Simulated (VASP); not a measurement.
# ZnS (P6_3/mmc) in VASP: a series of runs

The runs below take ZnS through single point, with PBE.

Everything below comes from runs of VASP 6.6.1. Logs are shortened: lines on timing, memory, paths and dates and some standing lists are left out, and cuts for length are marked.

**1. The cell of the first run**

The structure is hexagonal, space group P6_3/mmc (No. 194). Conventional cell: a = 3.604 Å, b = 3.604 Å, c = 7.697 Å, α = 90.00°, β = 90.00°, γ = 120.00°. Zn (site symmetry -6m2) has 3 S at 2.08 Å within 2.8 Å. Within 2.8 Å of S (site symmetry -6m2) lie 3 Zn at 2.08 Å.

**2. Single point, PBE (O replaced by S, lengths x 1.124, strained)**

INCAR

```
ALGO = Normal
EDIFF = 1E-6
ENCUT = 500
GGA = PE
GGA_COMPAT = F
ISIF = 2
ISMEAR = 0
LASPH = T
LCHARG = F
LREAL = F
LWAVE = F
NBANDS = 26
NELM = 120
PREC = Accurate
SIGMA = 0.1
```

KPOINTS

```
k-points
0
Gamma
  6 6 4
```

POSCAR

```
ZnS
1.0
    3.6044880043      0.0000000000      0.0000000000
   -1.8022440021      3.1215781793      0.0000000000
    0.0000000000      0.0000000000      7.6965941453
Zn S
2 2
Direct
    0.0000000000      0.0000000000      0.7500000000
    0.0000000000      0.0000000000      0.2500000000
    0.3333333300      0.6666666700      0.2500000000
    0.6666666700      0.3333333300      0.7500000000
```

Potentials or basis: VASP PAW PBE potentials, release 64 (Zn, S).

Launch:

```sh
$ cat potpaw_PBE.64/Zn/POTCAR potpaw_PBE.64/S/POTCAR > POTCAR
$ mpirun -np 1 vasp_std > vasp.out
```

OUTCAR:

```text
EDIFF = 1E-6
   ENCUT = 500
   GGA = PE
   ISIF = 2
   ISMEAR = 0
   LASPH = T
   LREAL = F
   NELM = 120
   PREC = Accurate

 ion  position               nearest neighbor table
   1  0.000  0.000  0.750-   4 2.08   4 2.08   4 2.08
   2  0.000  0.000  0.250-   3 2.08   3 2.08   3 2.08
   3  0.333  0.667  0.250-   2 2.08   2 2.08   2 2.08
   4  0.667  0.333  0.750-   1 2.08   1 2.08   1 2.08

  LATTYP: Found a hexagonal cell.
 ALAT       =     3.6044880043
 C/A-ratio  =     2.1352808322

  Lattice vectors:

 A1 = (   3.6044880043,   0.0000000000,   0.0000000000)
 A2 = (  -1.8022440021,   3.1215781793,   0.0000000000)
 A3 = (   0.0000000000,   0.0000000000,   7.6965941453)

Analysis of symmetry for initial positions (statically):
=====================================================================
 Subroutine PRICEL returns:
 Original cell was already a primitive cell.

 Routine SETGRP: Setting up the symmetry group for a
 hexagonal supercell.

 Subroutine GETGRP returns: Found 24 space group operations
 (whereof 12 operations were pure point group operations)
 out of a pool of 24 trial point group operations.

The static configuration has the point symmetry D_3d.
 The point group associated with its full space group is D_6h.

Analysis of symmetry for dynamics (positions and initial velocities):
=====================================================================
 Subroutine PRICEL returns:
 Original cell was already a primitive cell.

 Routine SETGRP: Setting up the symmetry group for a
 hexagonal supercell.

 Subroutine GETGRP returns: Found 24 space group operations
 (whereof 12 operations were pure point group operations)
 out of a pool of 24 trial point group operations.

The dynamic configuration has the point symmetry D_3d.
 The point group associated with its full space group is D_6h.

 Subroutine INISYM returns: Found 24 space group operations
 (whereof 12 operations are pure point group operations),
 and found     1 'primitive' translations

----------------------------------------------------------------------------------------

                                     Primitive cell

  volume of cell :      86.5997

  direct lattice vectors                    reciprocal lattice vectors
     3.604488004  0.000000000  0.000000000     0.277431912  0.160175389  0.000000000
    -1.802244002  3.121578179  0.000000000     0.000000000  0.320350779  0.000000000
     0.000000000  0.000000000  7.696594145     0.000000000  0.000000000  0.129927599

  length of vectors
     3.604488004  3.604488004  7.696594145     0.320350779  0.320350779  0.129927599

  position of ions in fractional coordinates (direct lattice)
     0.000000000  0.000000000  0.750000000
     0.000000000  0.000000000  0.250000000
     0.333333330  0.666666670  0.250000000
     0.666666670  0.333333330  0.750000000

  ion indices of the primitive-cell ions
   primitive index   ion index
                 1           1
                 2           2
                 3           3
                 4           4

----------------------------------------------------------------------------------------

 KPOINTS: k-points

Automatic generation of k-mesh.
 Grid dimensions read from file:
 generate k-points for:    6    6    4

 Generating k-lattice:

  Cartesian coordinates                     Fractional coordinates (reciprocal lattice)
     0.046238652  0.026695898  0.000000000     0.166666667  0.000000000  0.000000000
     0.000000000  0.053391796  0.000000000     0.000000000  0.166666667  0.000000000
     0.000000000  0.000000000  0.032481900     0.000000000  0.000000000  0.250000000

  Length of vectors
     0.053391796  0.053391796  0.032481900

  Shift w.r.t. Gamma in fractional coordinates (k-lattice)
     0.000000000  0.000000000  0.000000000

 Subroutine IBZKPT returns following result:
 ===========================================

 Found     21 irreducible k-points:

 Following reciprocal coordinates:
            Coordinates               Weight
  0.000000  0.000000  0.000000      1.000000
  0.166667 -0.000000  0.000000      6.000000
  0.333333  0.000000  0.000000      6.000000
  0.500000  0.000000  0.000000      3.000000
  0.166667  0.166667  0.000000      6.000000
  0.333333  0.166667  0.000000     12.000000
[... 13 lines left out ...]
  0.333333  0.166667  0.500000     12.000000
  0.333333  0.333333  0.500000      2.000000
   k-points           NKPTS =     21   k-points in BZ     NKDIM =     21   number of bands    NBANDS=     26
   number of dos      NEDOS =    301   number of ions     NIONS =      4
   total plane-waves  NPLWV =  43904
   dimension x,y,z NGX =    28 NGY =   28 NGZ =   56
   dimension x,y,z NGXF=    56 NGYF=   56 NGZF=  112
   ions per type =               2   2
   NGX,Y,Z   is equivalent  to a cutoff of  12.91, 12.91, 12.10 a.u.
   NGXF,Y,Z  is equivalent  to a cutoff of  25.83, 25.83, 24.19 a.u.
 SYSTEM =  unknown system
   PREC   = accura    normal or accurate (medium, high low for compatibility)
   ISTART =      0    job   : 0-new  1-cont  2-samecut
   ICHARG =      2    charge: 1-file 2-atom 10-const
   ISPIN  =      1    spin polarized calculation?
   LNONCOLLINEAR =      F non collinear calculations
   LSORBIT =      F    spin-orbit coupling
   LASPH  =      T    aspherical Exc in radial PAW
   ENCUT  =  500.0 eV  36.75 Ry    6.06 a.u.   6.57  6.57 14.03*2*pi/ulx,y,z
   NELM   =    120;   NELMIN=  2; NELMDL= -5     # of ELM steps
   EDIFF  = 0.1E-05   stopping-criterion for ELM
   LREAL  =      F    real-space projection
   EDIFFG = 0.1E-04   stopping-criterion for IOM
   NSW    =      0    number of steps for IOM
   IBRION =     -1    ionic relax: 0-MD 1-quasi-New 2-CG
   NFREE  =      0    steps in history (QN), initial steepest desc. (CG)
   ISIF   =      2    stress and relaxation
   ISYM   =      2    0-nonsym 1-usesym 2-fastsym
   POTIM  = 0.5000    time-step for ionic-motion
   TEBEG  =    0.0;   TEEND  =   0.0 temperature during run
   PSTRESS=    0.0 pullay stress
   NELECT =      36.0000    total number of electrons
   NUPDOWN=      -1.0000    fix difference up-down
   EMIN   =  10.00;   EMAX   =-10.00  energy-range for DOS
   EFERMI =   0.00;   METHOD = LEGACY
   ISMEAR =     0;   SIGMA  =   0.10  broadening in eV -4-tet -1-fermi 0-gaus
   EFERMI_NEDOS =   21; number of points for ismear=-14 and -15
   IALGO  =     38    algorithm
   IMIX   =      4    mixing-type and parameters
     AMIX     =   0.40;   BMIX     =  1.00
     AMIX_MAG =   1.60;   BMIX_MAG =  1.00
  volume/ion in A,a.u.               =      21.65       146.10
  Fermi-wavevector in a.u.,A,eV,Ry     =   1.221810  2.308885 20.311032  1.492819
  Thomas-Fermi vector in A             =   2.356979
   LORBIT       =      0    0 simple, 1 ext, 2 COOP (PROOUT), +10 PAW based schemes
   GGA     = PE    functional components
   LHFCALC =     F    Hartree Fock is set to
   AEXX    =    0.0000 exact exchange contribution
   IVDW    =     0    specifies the selected vdW correction
   LEPSILON=     F    determine dielectric tensor
   LRPA    =     F    only Hartree local field effects (RPA)
 non-spin polarized calculation
 Gauss-broadening in eV      SIGMA  =   0.10
  energy-cutoff  :      500.00
  volume of cell :       86.60
 maximum number of plane-waves:      2238
 NGX is ok and might be reduce to    28
   NGX = 13   NGY = 13   NGZ = 29

 number of electron      35.9999988 magnetization

 Free energy of the ion-electron system (eV)
  ---------------------------------------------------
  ext. energy  EPLUGINS =         0.00000000
  ---------------------------------------------------
  free energy    TOTEN  =       -11.74069727 eV

  energy without entropy =      -11.74069727  energy(sigma->0) =      -11.74069727

 E-fermi :   1.8229     XC(G=0):  -8.9307

 val. band max:        1.3606677901   @ k =   0.0000   0.0000   0.0000
 cond. band min:       4.1566696609   @ k =   0.0000   0.0000   0.0000
 fundamental gap:      2.7960018708
 Fermi energy:         1.8228577862

 k-point     1 :       0.0000    0.0000    0.0000
  band No.  band energies     occupation
      1     -12.3168      2.00000
      2     -12.1382      2.00000
      3      -6.0417      2.00000
      4      -6.0417      2.00000
      5      -6.0317      2.00000
      6      -6.0317      2.00000
[... 18 lines left out ...]
     25       8.4315      0.00000
     26       8.4643      0.00000

 k-point     2 :       0.1667   -0.0000    0.0000
  band No.  band energies     occupation
      1     -12.0837      2.00000
      2     -11.9198      2.00000
      3      -6.0539      2.00000
      4      -6.0445      2.00000
      5      -5.9236      2.00000
      6      -5.9140      2.00000
[... 18 lines left out ...]
     25       9.4826      0.00000
     26       9.6559      0.00000

 k-point     3 :       0.3333    0.0000    0.0000
  band No.  band energies     occupation
      1     -11.5434      2.00000
      2     -11.4317      2.00000
      3      -5.9609      2.00000
      4      -5.9539      2.00000
      5      -5.6519      2.00000
      6      -5.6452      2.00000
[... 18 lines left out ...]
     25      11.7139      0.00000
     26      11.7536      0.00000

 k-point     4 :       0.5000    0.0000    0.0000
  band No.  band energies     occupation
      1     -11.2089      2.00000
      2     -11.1679      2.00000
      3      -5.7324      2.00000
      4      -5.7121      2.00000
      5      -5.4908      2.00000
      6      -5.4880      2.00000
[... 18 lines left out ...]
     25      11.3978      0.00000
     26      12.2340      0.00000

 k-point     5 :       0.1667    0.1667    0.0000
  band No.  band energies     occupation
      1     -11.6926      2.00000
      2     -11.5618      2.00000
      3      -6.0217      2.00000
      4      -6.0198      2.00000
      5      -5.7054      2.00000
      6      -5.6989      2.00000
[... 18 lines left out ...]
     25       9.2794      0.00000
     26      11.0803      0.00000

 k-point     6 :       0.3333    0.1667    0.0000
  band No.  band energies     occupation
      1     -11.2283      2.00000
      2     -11.1681      2.00000
      3      -5.8222      2.00000
      4      -5.8177      2.00000
      5      -5.4353      2.00000
      6      -5.4329      2.00000
[... 340 lines left out ...]
 k-point    18 :       0.5000    0.0000    0.5000
  band No.  band energies     occupation
      1     -11.1883      2.00000
      2     -11.1883      2.00000
      3      -5.7254      2.00000
      4      -5.7254      2.00000
      5      -5.4895      2.00000
      6      -5.4895      2.00000
[... 18 lines left out ...]
     25      12.3151      0.00000
     26      12.3405      0.00000

 k-point    19 :       0.1667    0.1667    0.5000
  band No.  band energies     occupation
      1     -11.6281      2.00000
      2     -11.6281      2.00000
      3      -6.0213      2.00000
      4      -6.0213      2.00000
      5      -5.7024      2.00000
      6      -5.7024      2.00000
[... 18 lines left out ...]
     25      10.4885      0.00000
     26      10.4885      0.00000

 k-point    20 :       0.3333    0.1667    0.5000
  band No.  band energies     occupation
      1     -11.1983      2.00000
      2     -11.1983      2.00000
      3      -5.8208      2.00000
      4      -5.8208      2.00000
      5      -5.4348      2.00000
      6      -5.4348      2.00000
[... 18 lines left out ...]
     25      10.7691      0.00000
     26      10.7691      0.00000

 k-point    21 :       0.3333    0.3333    0.5000
  band No.  band energies     occupation
      1     -11.0494      2.00000
      2     -11.0494      2.00000
      3      -5.6916      2.00000
      4      -5.6916      2.00000
      5      -5.3926      2.00000
      6      -5.3926      2.00000
[... 18 lines left out ...]
     25      10.8302      0.00000
     26      10.8302      0.00000

------------------------ aborting loop because EDIFF is reached ----------------------------------------

  FORCE on cell =-STRESS in cart. coord.  units (eV):
  Direction    XX          YY          ZZ          XY          YZ          ZX
  --------------------------------------------------------------------------------------
  -------------------------------------------------------------------------------------
  Total       14.5666035     14.5666035      0.5014149      0.0000000      0.0000000      0.0000000
  in kB      269.4961062    269.4961062      9.2766553      0.0000000      0.0000000      0.0000000
  external PRESSURE =     182.7562893 kB  Pullay stress =       0.0000000 kB

 VOLUME and BASIS-vectors are now :
 -----------------------------------------------------------------------------
  energy-cutoff  :      500.00
  volume of cell :       86.60
      direct lattice vectors                 reciprocal lattice vectors
     3.604488004  0.000000000  0.000000000     0.277431912  0.160175389  0.000000000
    -1.802244002  3.121578179  0.000000000     0.000000000  0.320350779  0.000000000
     0.000000000  0.000000000  7.696594145     0.000000000  0.000000000  0.129927599

 POSITION                                       TOTAL-FORCE (eV/Angst)
 -----------------------------------------------------------------------------------
      0.00000      0.00000      5.77245         0.000000     -0.000000     -0.000000
      0.00000      0.00000      1.92415        -0.000000      0.000000      0.000000
     -0.00000      2.08105      1.92415        -0.000000      0.000000     -0.000000
      1.80224      1.04053      5.77245         0.000000     -0.000000     -0.000000
 -----------------------------------------------------------------------------------
    total drift:                               -0.000000     -0.000000      0.000000

  FREE ENERGIE OF THE ION-ELECTRON SYSTEM (eV)
  ---------------------------------------------------
  free  energy   TOTEN  =       -11.7406972683 eV

  energy  without entropy=      -11.7406972683  energy(sigma->0) =      -11.74069727
```

Run time: 86 s. Hardware: 1 thread of Intel Xeon 8259CL, shared host; peak memory 0.21 GiB.

Results:

```yaml
Free_energy: -11.7407 eV
Pressure: 18.3 GPa
Band_gap_on_the_k_mesh: 2.80 eV, direct
```

Caveat: the cell differs from its parent crystal (O replaced by S, lengths x 1.124, strained). A k mesh can miss the band edges.

**3. Single point, PBE (O replaced by S, lengths x 1.124, strained)**

INCAR

```
PREC     = Accurate       # precision mode
ENCUT    = 500            # plane-wave cutoff, eV
EDIFF    = 1E-6           # SCF threshold, eV
ISMEAR   = 0              # smearing method
SIGMA    = 0.02           # smearing width, eV
LREAL    = False          # projectors in reciprocal space
LASPH    = True           # aspherical terms in the spheres
NELM     = 120            # most SCF steps
ALGO     = Normal         # electronic algorithm
ISIF     = 2              # what is computed and relaxed
LWAVE    = False          # write WAVECAR
LCHARG   = True           # write CHGCAR
GGA      = PE             # functional
LELF     = True           # ELF
LVHAR    = True         
NBANDS   = 26             # bands
GGA_COMPAT= False
```

KPOINTS

```
regular mesh
0
Gamma
  9 9 4
```

POSCAR is that of step 2.

Potentials or basis: VASP PAW PBE potentials, release 64 (Zn, S).

Launch:

```sh
$ cat potpaw_PBE.64/Zn/POTCAR potpaw_PBE.64/S/POTCAR > POTCAR
$ mpirun -np 1 vasp_std > vasp.out
```

OUTCAR:

```text
PREC = Accurate
   ENCUT = 500
   EDIFF = 1E-6
   ISMEAR = 0
   LREAL = False
   LASPH = True
   NELM = 120
   ISIF = 2
   GGA = PE

 ion  position               nearest neighbor table
   1  0.000  0.000  0.750-   4 2.08   4 2.08   4 2.08
   2  0.000  0.000  0.250-   3 2.08   3 2.08   3 2.08
   3  0.333  0.667  0.250-   2 2.08   2 2.08   2 2.08
   4  0.667  0.333  0.750-   1 2.08   1 2.08   1 2.08

  LATTYP: Found a hexagonal cell.
 ALAT       =     3.6044880043
 C/A-ratio  =     2.1352808322

[... 893 lines left out ...]

  FORCE on cell =-STRESS in cart. coord.  units (eV):
  Direction    XX          YY          ZZ          XY          YZ          ZX
  --------------------------------------------------------------------------------------
  -------------------------------------------------------------------------------------
  Total       14.5850560     14.5850560      0.5306356      0.0000000      0.0000000      0.0000000
  in kB      269.8374943    269.8374943      9.8172666      0.0000000      0.0000000      0.0000000
  external PRESSURE =     183.1640851 kB  Pullay stress =       0.0000000 kB

 VOLUME and BASIS-vectors are now :
 -----------------------------------------------------------------------------
  energy-cutoff  :      500.00
  volume of cell :       86.60
      direct lattice vectors                 reciprocal lattice vectors
     3.604488004  0.000000000  0.000000000     0.277431912  0.160175389  0.000000000
    -1.802244002  3.121578179  0.000000000     0.000000000  0.320350779  0.000000000
     0.000000000  0.000000000  7.696594145     0.000000000  0.000000000  0.129927599

 POSITION                                       TOTAL-FORCE (eV/Angst)
 -----------------------------------------------------------------------------------
      0.00000      0.00000      5.77245         0.000000     -0.000000      0.000000
      0.00000      0.00000      1.92415        -0.000000      0.000000     -0.000000
     -0.00000      2.08105      1.92415         0.000000     -0.000000      0.000000
      1.80224      1.04053      5.77245        -0.000000      0.000000      0.000000
 -----------------------------------------------------------------------------------
    total drift:                               -0.000000      0.000000      0.000000

  FREE ENERGIE OF THE ION-ELECTRON SYSTEM (eV)
  ---------------------------------------------------
  free  energy   TOTEN  =       -11.7475991514 eV

  energy  without entropy=      -11.7475991514  energy(sigma->0) =      -11.74759915
```

stdout:

```text
POSCAR found type information on POSCAR ZnS
 POSCAR found :  2 types and       4 ions
 scaLAPACK will be used
 LDA part: xc-table for (Slater+PW92), standard interpolation
 POSCAR, INCAR and KPOINTS ok, starting setup
 FFT: planning ... GRIDC
 FFT: planning ... GRID_SOFT
 FFT: planning ... GRID
 WAVECAR not read
 entering main loop
```

It took 2.6 min on 1 thread of Intel Xeon 8259CL, shared host; peak memory 0.23 GiB.

Results:

```yaml
Free_energy: -11.7476 eV
Pressure: 18.3 GPa
Band_gap_on_the_k_mesh: 2.80 eV, direct
```

Stress tensor (GPa, compression positive):
```
26.98  0.00  0.00
 0.00 26.98  0.00
 0.00  0.00  0.98
```

Levels at points of the mesh, in eV from the valence-band top:
| k point | band 15 | band 16 | band 17 | band 18 | band 19 | band 20 | band 21 | band 22 |
| --- | --- | --- | --- | --- | --- | --- | --- | --- |
| (0.00, 0.00, 0.00) | -0.01 | -0.01 | 0.00 | 0.00 | 2.80 | 4.13 | 6.62 | 6.93 |
| (0.00, 0.00, 0.50) | 0.00 | 0.00 | 0.00 | 0.00 | 3.65 | 3.65 | 6.87 | 6.87 |

Caveat: the cell differs from its parent crystal (O replaced by S, lengths x 1.124, strained). A k mesh can miss the band edges.
